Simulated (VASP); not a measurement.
Wanted: the native input for a VASP 6.6.1 run.

```yaml
Task: single point
Functional: LDA
Potentials_or_basis: VASP PAW LDA potentials, release 64 (Ti_sv)
Cutoff: 520 eV
k_mesh: 21 × 21 × 12
Occupations: gaussian, width 0.15 eV
Spin: no spin polarisation
Dipole_correction: no
Further_INCAR_settings: ALGO = Fast; EDIFF = 1e-06; NBANDS = 19
```

The structure of Ti lies in POSCAR:

```
Ti
1.0
    3.1777888630      0.0000000000      0.0000000000
   -1.5888944315      2.7520458832      0.0000000000
    0.0000000000      0.0000000000      4.0382723830
Ti
2
Direct
    0.3333333333      0.6666666667      0.2500000000
    0.6666666667      0.3333333333      0.7500000000
```

This cell differs from its parent crystal: ratio of the length along z to the lengths across it x 0.8, volume and fractional coordinates fixed.

One way to write it, as run:

INCAR

```
  ALGO = Fast
  EDIFF = 1E-6
  ENCUT = 520
  ISIF = 2
  ISMEAR = 0
  LASPH = T
  LCHARG = F
  LREAL = F
  LWAVE = F
  NBANDS = 19
  NELM = 80
  PREC = Accurate
  SIGMA = 0.15
```

KPOINTS

```
k-points
0
Gamma
  21 21 12
```

Potentials or basis: VASP PAW LDA potentials, release 64 (Ti_sv).

Command:

```bash
$ cat potpaw_LDA.64/Ti_sv/POTCAR > POTCAR
$ mpirun -np 1 vasp_std > vasp.out
```

It gave:

The pressure is -8.6 GPa and the band gap on the k mesh is zero (bands 12 and 13 overlap by 0.91 eV).

Caveat: the cell stands under tension.

It took 5.6 min on 1 thread of AMD EPYC 9R45 96-Core Processor (Zen 5), on a shared host, peak memory 0.24 GiB.
